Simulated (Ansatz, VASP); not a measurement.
## Two plane-wave programs on KBr

```
K Br
1.0
     0.00000    3.27479    3.27479
     3.27479    0.00000    3.27479
     3.27479    3.27479    0.00000
K Br
1 1
Direct
  0.00000 0.00000 0.00000
  0.50000 0.50000 0.50000
```

Alike in both runs: functional PBEsol; k mesh 6 × 6 × 6; occupations gaussian, width 0.02 eV; no spin polarisation.

Ansatz relaxed the structure, and its values are those at the end. VASP's run is a single point on that final structure, the one shown.

```csv
,VASP,Ansatz
version,VASP 6.6.1,Ansatz 0.2.0
potentials or method,"VASP PAW PBE potentials, release 64 (K_sv, Br), cutoff 520 eV","scalar-relativistic, plane waves, PAW"
valence electrons in the cell,16,16
```

Ansatz gave:

* gap on the k mesh at the Fermi level (eV): 4.34
* least direct gap on the mesh (eV): 4.34
* pressure (GPa): 0.0

Question: Estimate VASP's values.

Answer: gap on the k mesh at the Fermi level (eV): 4.34; least direct gap on the mesh (eV): 4.34; pressure (GPa): 0.1.

VASP's potentials were made for PBE, not for PBEsol. With one functional, cell and mesh, what is left measures potentials, basis and numerics.
